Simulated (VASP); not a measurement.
# Al3Ni2 (P-3m1) in VASP: further runs, part 2 of 2

VASP 6.6.1. Earlier steps stand in the parts before.

## (3) Single point, r2SCAN (strain -0.050 along x and y, -0.025 along z)

File POSCAR:

```
Al3Ni2
1.0
    3.8063852942      0.0000000000      0.0000000000
   -1.9031926471      3.2964263614      0.0000000000
    0.0000000000      0.0000000000      4.7399888559
Al Ni
3 2
Direct
    0.0000000000      0.0000000000      0.0000000000
    0.3333333333      0.6666666667      0.6484376367
    0.6666666667      0.3333333333      0.3515623633
    0.3333333333      0.6666666667      0.1462123372
    0.6666666667      0.3333333333      0.8537876628
```

File INCAR.step1:

```
SYSTEM = Al3Ni2
ALGO = Normal ; EDIFF = 1E-4
ENCUT = 520 ; GGA = PE
ISMEAR = 0 ; LASPH = .TRUE.
LCHARG = .FALSE. ; LREAL = .FALSE.
LWAVE = .TRUE. ; NBANDS = 22
NELM = 60 ; PREC = Accurate
SIGMA = 0.15
```

File INCAR.step2:

```
SYSTEM = Al3Ni2
ALGO = Normal ; EDIFF = 1E-7
ENCUT = 520 ; ISIF = 2
ISMEAR = 0 ; ISTART = 1
LASPH = .TRUE. ; LCHARG = .FALSE.
LMIXTAU = .TRUE. ; LREAL = .FALSE.
LWAVE = .FALSE. ; METAGGA = R2SCAN
NBANDS = 22 ; NELM = 60
PREC = Accurate ; SIGMA = 0.15
```

File KPOINTS:

```
k-points
0
G
  12 12 10
  0 0 0
```

Potentials or basis: VASP PAW PBE potentials, release 64 (Al, Ni).

Command:

```
> cat potpaw_PBE.64/Al/POTCAR potpaw_PBE.64/Ni/POTCAR > POTCAR
> cp INCAR.step1 INCAR
> mpirun -np 1 vasp_std > vasp.out
> cp INCAR.step2 INCAR
> mpirun -np 1 vasp_std > vasp.out
```

OUTCAR:

```text
SYSTEM = Al3Ni2
   EDIFF = 1E-7
   ENCUT = 520
   ISIF = 2
   ISMEAR = 0
   ISTART = 1
   LASPH = .TRUE.
   LREAL = .FALSE.
   METAGGA = R2SCAN
   NELM = 60
   PREC = Accurate

 ion  position               nearest neighbor table
   1  0.000  0.000  0.000-   4 2.30   5 2.30   5 2.30   4 2.30   5 2.30   4 2.30   2 2.76   3 2.76
                             2 2.76   3 2.76   3 2.76   2 2.76
   2  0.333  0.667  0.648-   4 2.36   4 2.38   5 2.40   5 2.40   5 2.40   3 2.61   3 2.61   3 2.61
                             1 2.76   1 2.76   1 2.76
   3  0.667  0.333  0.352-   5 2.36   5 2.38   4 2.40   4 2.40   4 2.40   2 2.61   2 2.61   2 2.61
                             1 2.76   1 2.76   1 2.76
   4  0.333  0.667  0.146-   1 2.30   1 2.30   1 2.30   2 2.36   2 2.38   3 2.40   3 2.40   3 2.40
                             5 2.60   5 2.60   5 2.60
   5  0.667  0.333  0.854-   1 2.30   1 2.30   1 2.30   3 2.36   3 2.38   2 2.40   2 2.40   2 2.40
                             4 2.60   4 2.60   4 2.60

  LATTYP: Found a hexagonal cell.
 ALAT       =     3.8063852942
 C/A-ratio  =     1.2452730056

  Lattice vectors:

 A1 = (   3.8063852942,   0.0000000000,   0.0000000000)
 A2 = (  -1.9031926471,   3.2964263614,   0.0000000000)
 A3 = (   0.0000000000,   0.0000000000,   4.7399888559)

Analysis of symmetry for initial positions (statically):
=====================================================================
 Subroutine PRICEL returns:
 Original cell was already a primitive cell.

 Routine SETGRP: Setting up the symmetry group for a
 hexagonal supercell.

 Subroutine GETGRP returns: Found 12 space group operations
 (whereof 12 operations were pure point group operations)
 out of a pool of 24 trial point group operations.

The static configuration has the point symmetry D_3d.

Analysis of symmetry for dynamics (positions and initial velocities):
=====================================================================
 Subroutine PRICEL returns:
 Original cell was already a primitive cell.

 Routine SETGRP: Setting up the symmetry group for a
[... 128 lines left out ...]
   EFERMI_NEDOS =   21; number of points for ismear=-14 and -15
   IALGO  =     38    algorithm
   IMIX   =      4    mixing-type and parameters
     AMIX     =   0.40;   BMIX     =  1.00
     AMIX_MAG =   1.60;   BMIX_MAG =  1.00
  volume/ion in A,a.u.               =      11.89        80.27
  Fermi-wavevector in a.u.,A,eV,Ry     =   1.288535  2.434979 22.590072  1.660323
  Thomas-Fermi vector in A             =   2.420483
   LORBIT       =      0    0 simple, 1 ext, 2 COOP (PROOUT), +10 PAW based schemes
   METAGGA = R2SCAN    functional components
   LHFCALC =     F    Hartree Fock is set to
   AEXX    =    0.0000 exact exchange contribution
   IVDW    =     0    specifies the selected vdW correction
   LEPSILON=     F    determine dielectric tensor
   LRPA    =     F    only Hartree local field effects (RPA)
 non-spin polarized calculation
 Gauss-broadening in eV      SIGMA  =   0.15
  energy-cutoff  :      520.00
  volume of cell :       59.47
 maximum number of plane-waves:      1644
   NGX = 15   NGY = 15   NGZ = 17

 number of electron      29.0000021 magnetization

 Free energy of the ion-electron system (eV)
  ---------------------------------------------------
  ext. energy  EPLUGINS =         0.00000000
  ---------------------------------------------------
  free energy    TOTEN  =       -46.79628805 eV

  energy without entropy =      -46.78371076  energy(sigma->0) =      -46.78999940

 E-fermi :  10.0289     XC(G=0): -12.6831

 val. band max:       10.0233857713   @ k =   0.3333   0.3333   0.4000
 cond. band min:      10.0365914447   @ k =  -0.0833   0.2500   0.2000
 fundamental gap:      0.0132056733
 Fermi energy:        10.0289060704

 k-point     1 :       0.0000    0.0000    0.0000
  band No.  band energies     occupation
      1      -1.9549      2.00000
      2       3.8602      2.00000
      3       4.4314      2.00000
      4       5.6854      2.00000
      5       5.6855      2.00000
      6       6.3551      2.00000
[... 589 lines left out ...]
     21      17.5490      0.00000
     22      17.9380      0.00000

 [... further k-points ...]
[... 5 lines left out ...]
  --------------------------------------------------------------------------------------
  -------------------------------------------------------------------------------------
  Total        9.7100232      9.7100232      7.3648213      0.0000000      0.0000000      0.0000000
  in kB      261.5757045    261.5757045    198.3989406      0.0000000      0.0000000      0.0000000
  external PRESSURE =     240.5167832 kB  Pullay stress =       0.0000000 kB

 VOLUME and BASIS-vectors are now :
 -----------------------------------------------------------------------------
  energy-cutoff  :      520.00
  volume of cell :       59.47
      direct lattice vectors                 reciprocal lattice vectors
     3.806385294  0.000000000  0.000000000     0.262716442  0.151679408  0.000000000
    -1.903192647  3.296426361  0.000000000     0.000000000  0.303358817  0.000000000
     0.000000000  0.000000000  4.739988856     0.000000000  0.000000000  0.210970960

 POSITION                                       TOTAL-FORCE (eV/Angst)
 -----------------------------------------------------------------------------------
      0.00000      0.00000      0.00000        -0.000000      0.000000      0.000000
     -0.00000      2.19762      3.07359         0.000000     -0.000000     -0.236721
      1.90319      1.09881      1.66640        -0.000000      0.000000      0.236721
     -0.00000      2.19762      0.69304         0.000000      0.000000      0.289013
      1.90319      1.09881      4.04694        -0.000000      0.000000     -0.289013
 -----------------------------------------------------------------------------------
    total drift:                                0.000000     -0.000000     -0.000000

  FREE ENERGIE OF THE ION-ELECTRON SYSTEM (eV)
  ---------------------------------------------------
  free  energy   TOTEN  =       -46.7962880526 eV

  energy  without entropy=      -46.7837107567  energy(sigma->0) =      -46.78999940
```

OUTCAR.step1:

```text
SYSTEM = Al3Ni2
   EDIFF = 1E-4
   ENCUT = 520
   GGA = PE
   ISMEAR = 0
[... 838 lines left out ...]
     -0.00000      2.19762      3.07359        -0.000000     -0.000000     -0.360901
      1.90319      1.09881      1.66640         0.000000      0.000000      0.360901
     -0.00000      2.19762      0.69304        -0.000000     -0.000000      0.350163
      1.90319      1.09881      4.04694         0.000000      0.000000     -0.350163
 -----------------------------------------------------------------------------------
    total drift:                                0.000000     -0.000000     -0.000000

  FREE ENERGIE OF THE ION-ELECTRON SYSTEM (eV)
  ---------------------------------------------------
  free  energy   TOTEN  =       -24.4594123679 eV

  energy  without entropy=      -24.4456148348  energy(sigma->0) =      -24.45251360
```

OSZICAR.step1:

```text
N       E                     dE             d eps       ncg     rms          rms(c)
DAV:   1     0.146907038640E+03    0.14691E+03   -0.12066E+04  7136   0.139E+03
DAV:   2    -0.200855713511E+02   -0.16699E+03   -0.15780E+03  7200   0.281E+02
DAV:   3    -0.276886830047E+02   -0.76031E+01   -0.74524E+01  8758   0.758E+01
DAV:   4    -0.278520218494E+02   -0.16334E+00   -0.16320E+00  8412   0.100E+01
DAV:   5    -0.278576944312E+02   -0.56726E-02   -0.56723E-02  8880   0.198E+00    0.192E+01
DAV:   6    -0.322082477447E+02   -0.43506E+01   -0.65151E+01  8174   0.151E+02    0.234E+01
DAV:   7    -0.245501991520E+02    0.76580E+01   -0.23496E+01  8282   0.922E+01    0.218E+00
DAV:   8    -0.245416490011E+02    0.85502E-02   -0.17886E+00 10772   0.140E+01    0.272E+00
DAV:   9    -0.244640215567E+02    0.77627E-01   -0.32083E-01  8404   0.100E+01    0.750E-01
DAV:  10    -0.244593419542E+02    0.46796E-02   -0.19463E-02 10236   0.226E+00    0.271E-01
DAV:  11    -0.244594123679E+02   -0.70414E-04   -0.97308E-04  8342   0.229E-01
   1 F= -.24459412E+02 E0= -.24452514E+02  d E =-.137975E-01
```

It took 5.3 min on 1 thread of Intel Xeon 6975P-C (Granite Rapids), shared host; peak memory 0.31 GiB.

Results:

| Quantity | Value |
| --- | --- |
| Free energy | -46.7963 eV |
| Pressure | 24.1 GPa |
| Largest force | 0.289 eV/Å |

Forces on the atoms (eV/Å):
```
Al   0.000  0.000  0.000
Al   0.000  0.000 -0.237
Al   0.000  0.000  0.237
Ni   0.000  0.000  0.289
Ni   0.000  0.000 -0.289
```

Caveat: the cell differs from its parent crystal (strain -0.050 along x and y, -0.025 along z); the PAW data sets were made with another functional, which shifts forces and pressure a little.

## (4) Single point, r2SCAN (strain -0.050 along x and y, +0.000 along z)

POSCAR: that of step 3 with these lines changed.

```diff
@@ -4,3 +4,3 @@
    -1.9031926471      3.2964263614      0.0000000000
-    0.0000000000      0.0000000000      4.7399888559
+    0.0000000000      0.0000000000      4.8615270317
 Al Ni
```

File INCAR.step1:

```
PREC = Accurate
ENCUT = 520
ISMEAR = 0
SIGMA = 0.15
LREAL = F
LASPH = T
NELM = 100
NBANDS = 22
GGA = PE
ALGO = Normal
EDIFF = 1E-4
LWAVE = T
LCHARG = F
```

File INCAR.step2:

```
PREC = Accurate
ENCUT = 520
EDIFF = 1E-6
ISMEAR = 0
SIGMA = 0.15
LREAL = F
LASPH = T
NELM = 100
ALGO = Normal
ISIF = 2
LWAVE = F
LCHARG = T
METAGGA = R2SCAN
LMIXTAU = T
LELF = T
LVHAR = T
NBANDS = 22
ISTART = 1
```

File KPOINTS:

```
regular mesh
0
Gamma
  12 12 10
```

Potentials or basis: VASP PAW PBE potentials, release 64 (Al, Ni).

Command:

```
> cat potpaw_PBE.64/Al/POTCAR potpaw_PBE.64/Ni/POTCAR > POTCAR
> cp INCAR.step1 INCAR
> mpirun -np 1 vasp_std > vasp.out
> cp INCAR.step2 INCAR
> mpirun -np 1 vasp_std > vasp.out
```

OUTCAR:

```text
PREC = Accurate
   ENCUT = 520
   EDIFF = 1E-6
   ISMEAR = 0
   LREAL = F
   LASPH = T
   NELM = 100
   ISIF = 2
   METAGGA = R2SCAN
   ISTART = 1

 ion  position               nearest neighbor table
   1  0.000  0.000  0.000-   4 2.31   5 2.31   5 2.31   4 2.31   5 2.31   4 2.31   2 2.78   3 2.78
                             2 2.78   3 2.78   3 2.78   2 2.78
   2  0.333  0.667  0.648-   5 2.41   5 2.41   5 2.41   4 2.42   4 2.44   3 2.63   3 2.63   3 2.63
                             1 2.78   1 2.78   1 2.78
   3  0.667  0.333  0.352-   4 2.41   4 2.41   4 2.41   5 2.42   5 2.44   2 2.63   2 2.63   2 2.63
                             1 2.78   1 2.78   1 2.78
   4  0.333  0.667  0.146-   1 2.31   1 2.31   1 2.31   3 2.41   3 2.41   3 2.41   2 2.42   2 2.44
                             5 2.62   5 2.62   5 2.62
   5  0.667  0.333  0.854-   1 2.31   1 2.31   1 2.31   2 2.41   2 2.41   2 2.41   3 2.42   3 2.44
                             4 2.62   4 2.62   4 2.62

  LATTYP: Found a hexagonal cell.
 ALAT       =     3.8063852942
 C/A-ratio  =     1.2772030827

  Lattice vectors:

 A1 = (   3.8063852942,   0.0000000000,   0.0000000000)
 A2 = (  -1.9031926471,   3.2964263614,   0.0000000000)
 A3 = (   0.0000000000,   0.0000000000,   4.8615270317)

Analysis of symmetry for initial positions (statically):
=====================================================================
 Subroutine PRICEL returns:
 Original cell was already a primitive cell.

 Routine SETGRP: Setting up the symmetry group for a
 hexagonal supercell.

 Subroutine GETGRP returns: Found 12 space group operations
 (whereof 12 operations were pure point group operations)
 out of a pool of 24 trial point group operations.

The static configuration has the point symmetry D_3d.

Analysis of symmetry for dynamics (positions and initial velocities):
=====================================================================
 Subroutine PRICEL returns:
 Original cell was already a primitive cell.

 Routine SETGRP: Setting up the symmetry group for a
 hexagonal supercell.
[... 127 lines left out ...]
   EFERMI_NEDOS =   21; number of points for ismear=-14 and -15
   IALGO  =     38    algorithm
   IMIX   =      4    mixing-type and parameters
     AMIX     =   0.40;   BMIX     =  1.00
     AMIX_MAG =   1.60;   BMIX_MAG =  1.00
  volume/ion in A,a.u.               =      12.20        82.33
  Fermi-wavevector in a.u.,A,eV,Ry     =   1.277707  2.414516 22.211984  1.632535
  Thomas-Fermi vector in A             =   2.410291
   LORBIT       =      0    0 simple, 1 ext, 2 COOP (PROOUT), +10 PAW based schemes
   METAGGA = R2SCAN    functional components
   LHFCALC =     F    Hartree Fock is set to
   AEXX    =    0.0000 exact exchange contribution
   IVDW    =     0    specifies the selected vdW correction
   LEPSILON=     F    determine dielectric tensor
   LRPA    =     F    only Hartree local field effects (RPA)
 non-spin polarized calculation
 Gauss-broadening in eV      SIGMA  =   0.15
  energy-cutoff  :      520.00
  volume of cell :       61.00
 maximum number of plane-waves:      1668
   NGX = 15   NGY = 15   NGZ = 19

 number of electron      29.0000008 magnetization

 Free energy of the ion-electron system (eV)
  ---------------------------------------------------
  ext. energy  EPLUGINS =         0.00000000
  ---------------------------------------------------
  free energy    TOTEN  =       -46.93499908 eV

  energy without entropy =      -46.92246269  energy(sigma->0) =      -46.92873089

 E-fermi :   9.7303     XC(G=0): -12.5571

 val. band max:        9.7224094976   @ k =   0.0000   0.2500   0.4000
 cond. band min:       9.7326312359   @ k =   0.1667   0.0000   0.3000
 fundamental gap:      0.0102217383
 Fermi energy:         9.7302789184

 k-point     1 :       0.0000    0.0000    0.0000
  band No.  band energies     occupation
      1      -2.1011      2.00000
      2       3.5239      2.00000
      3       4.0346      2.00000
      4       5.4885      2.00000
      5       5.4886      2.00000
      6       6.1563      2.00000
[... 589 lines left out ...]
     21      17.0932      0.00000
     22      17.6066      0.00000

 [... further k-points ...]
[... 5 lines left out ...]
  --------------------------------------------------------------------------------------
  -------------------------------------------------------------------------------------
  Total        8.6547819      8.6547819      3.6578111      0.0000000      0.0000000      0.0000000
  in kB      227.3201211    227.3201211     96.0733690      0.0000000      0.0000000      0.0000000
  external PRESSURE =     183.5712037 kB  Pullay stress =       0.0000000 kB

 VOLUME and BASIS-vectors are now :
 -----------------------------------------------------------------------------
  energy-cutoff  :      520.00
  volume of cell :       61.00
      direct lattice vectors                 reciprocal lattice vectors
     3.806385294  0.000000000  0.000000000     0.262716442  0.151679408  0.000000000
    -1.903192647  3.296426361  0.000000000     0.000000000  0.303358817  0.000000000
     0.000000000  0.000000000  4.861527032     0.000000000  0.000000000  0.205696686

 POSITION                                       TOTAL-FORCE (eV/Angst)
 -----------------------------------------------------------------------------------
      0.00000      0.00000      0.00000         0.000000      0.000000     -0.000000
     -0.00000      2.19762      3.15240        -0.000000      0.000000     -0.140475
      1.90319      1.09881      1.70913         0.000000      0.000000      0.140475
     -0.00000      2.19762      0.71082        -0.000000      0.000000      0.287662
      1.90319      1.09881      4.15071         0.000000      0.000000     -0.287662
 -----------------------------------------------------------------------------------
    total drift:                                0.000000     -0.000000     -0.000000

  FREE ENERGIE OF THE ION-ELECTRON SYSTEM (eV)
  ---------------------------------------------------
  free  energy   TOTEN  =       -46.9349990834 eV

  energy  without entropy=      -46.9224626891  energy(sigma->0) =      -46.92873089
```

It took 4.6 min on 1 thread of Intel Xeon 6975P-C (Granite Rapids), shared host; peak memory 0.31 GiB.

What came out:

- Free energy: -46.9350 eV
- Pressure: 18.4 GPa
- Largest force: 0.288 eV/Å

Forces in eV/Å, atoms in the order of the input:
```
Al   0.000  0.000  0.000
Al   0.000  0.000 -0.140
Al   0.000  0.000  0.140
Ni   0.000  0.000  0.288
Ni   0.000  0.000 -0.288
```

Caveat: the cell differs from its parent crystal (strain -0.050 along x and y, +0.000 along z); the PAW data sets were made with another functional, which shifts forces and pressure a little.

## (5) The runs side by side

| cell | gap on the mesh (eV) | pressure (GPa) | largest force (eV/Å) |
| --- | --- | --- | --- |
| a = 3.806, b = 3.806, c = 4.618 Å, angles 90.0, 90.0, 120.0°, 5 atoms | none | 30.7 | 0.33 |
| a = 3.806, b = 3.806, c = 4.740 Å, angles 90.0, 90.0, 120.0°, 5 atoms | none | 24.1 | 0.29 |
| a = 3.806, b = 3.806, c = 4.862 Å, angles 90.0, 90.0, 120.0°, 5 atoms | none | 18.4 | 0.29 |

Alike in all rows: task single point; level r2SCAN; potentials or basis VASP PAW PBE potentials, release 64 (Al, Ni); no spin polarisation; k mesh 12 × 12 × 10; cutoff (eV) 520; smearing gaussian 0.15 eV.

Caveats: the PAW data sets were made with another functional, which shifts forces and pressure a little.

Absolute energies hang on the potentials; compare differences alone.
